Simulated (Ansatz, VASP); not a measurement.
**One calculation of FeCo3, two programs**

File INCAR:

```
SYSTEM = FeCo3
PREC = Accurate
ENCUT = 520
EDIFF = 1E-6
ISMEAR = 0
SIGMA = 0.15
LREAL = .False.
LASPH = .True.
NELM = 150
ALGO = Fast
ISIF = 2
LWAVE = .False.
LCHARG = .False.
ISPIN = 2
MAGMOM = 2.77 1.78 1.78 1.78
LORBIT = 11
LMAXMIX = 4
GGA = PS
NBANDS = 30
```

KPOINTS

```
regular mesh
0
Gamma
  16 16 16
  0 0 0
```

POSCAR

```
FeCo3
1.0
    3.6618049083     -0.7323609817     -0.7323609817
   -0.7323609817      3.6618049083     -0.7323609817
   -0.7323609817     -0.7323609817      3.6618049083
Fe Co
1 3
Direct
    0.0000000000      0.0000000000      0.0000000000
    0.5000000000      0.5000000000      0.0000000000
    0.5000000000      0.0000000000      0.5000000000
    0.0000000000      0.5000000000      0.5000000000
```

Input for Ansatz:

```yaml
crystal:
  lattice:
    - [3.6618049083, -0.7323609817, -0.7323609817]
    - [-0.7323609817, 3.6618049083, -0.7323609817]
    - [-0.7323609817, -0.7323609817, 3.6618049083]
  atoms:
    - { symbol: Fe, position: [0.0, 0.0, 0.0], spin: 2.77 }
    - { symbol: Co, position: [0.5, 0.5, 0.0], spin: 1.78 }
    - { symbol: Co, position: [0.5, 0.0, 0.5], spin: 1.78 }
    - { symbol: Co, position: [0.0, 0.5, 0.5], spin: 1.78 }
basis:
  ecutwfc: 420
kpoints:
  mp_grid: { grid: [16, 16, 16] }
hamiltonian:
  xc: pbesol
scf:
  occupations: { method: gaussian, width: 0.15 }
output:
  forces: true
  stress: true
  eigenvalues: true
  populations: true
magnetization:
  spin_polarized: true
```

Alike in both runs: task single point; functional PBEsol; k mesh 16 × 16 × 16; occupations gaussian, width 0.15 eV; collinear spin.

```csv
,VASP,Ansatz
version,VASP 6.6.1,Ansatz 0.2.0
potentials or method,"VASP PAW PBE potentials, release 64 (Fe, Co), cutoff 520 eV","scalar-relativistic, plane waves, PAW"
valence electrons in the cell,35,67
```

```tsv
	VASP	Ansatz	Ansatz less VASP
gap on the k mesh at the Fermi level (eV)	none	none	-
net moment per atom (μB)	1.65	1.65	+0.007
size of the moment on the site where the two differ most (μB)	2.30	2.23	-0.072
```

VASP's potentials were made for PBE, not for PBEsol. Site moments also hang on the region over which each program counts them. A gap of «none» marks a metal or a gap that the smearing closes. VASP's potentials hold 35 valence electrons a cell and Ansatz's 67, so a difference there can come from the potentials and not from the codes.
